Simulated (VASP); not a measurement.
Wanted: the native input for a VASP 6.6.1 run.

| Quantity | Value |
| --- | --- |
| Task | single point |
| Functional | LDA |
| Potentials or basis | VASP PAW LDA potentials, release 64 (Ba_sv) |
| Cutoff | 520 eV |
| k mesh | 12 × 12 × 12 |
| Occupations | gaussian, width 0.1 eV |
| Spin | no spin polarisation |
| Dipole correction | no |
| Further INCAR settings | ALGO = Fast; EDIFF = 1e-07; NBANDS = 11 |

The structure of Ba lies in POSCAR:

```
Ba
1.0
   -2.3757001071      2.3757001071      2.3757001071
    2.3757001071     -2.3757001071      2.3757001071
    2.3757001071      2.3757001071     -2.3757001071
Ba
1
Direct
    0.0000000000      0.0000000000      0.0000000000
```

One way to write it, as run:

INCAR

```
  PREC = Accurate
  ENCUT = 520
  EDIFF = 1E-7
  ISMEAR = 0
  SIGMA = 0.1
  LREAL = F
  LASPH = T
  NELM = 80
  ALGO = Fast
  ISIF = 2
  LWAVE = F
  LCHARG = T
  LELF = T
  LVHAR = T
  NBANDS = 11
```

KPOINTS

```
Automatic mesh
0
Gamma
  12 12 12
```

Potentials or basis: VASP PAW LDA potentials, release 64 (Ba_sv).

Launch:

```sh
$ cat potpaw_LDA.64/Ba_sv/POTCAR > POTCAR
$ mpirun -np 1 vasp_std > vasp.out
```

Results of the run:

```
Pressure               : 0.1 GPa
Band gap on the k mesh : zero (bands 5 and 6 overlap by 1.48 eV)
```

Caveat: spin-orbit coupling is left out, which moves the levels of the heavy elements.

Wall time 24 s on 1 thread of AMD EPYC 9R45 96-Core Processor (Zen 5) (shared host), peak memory 0.14 GiB.
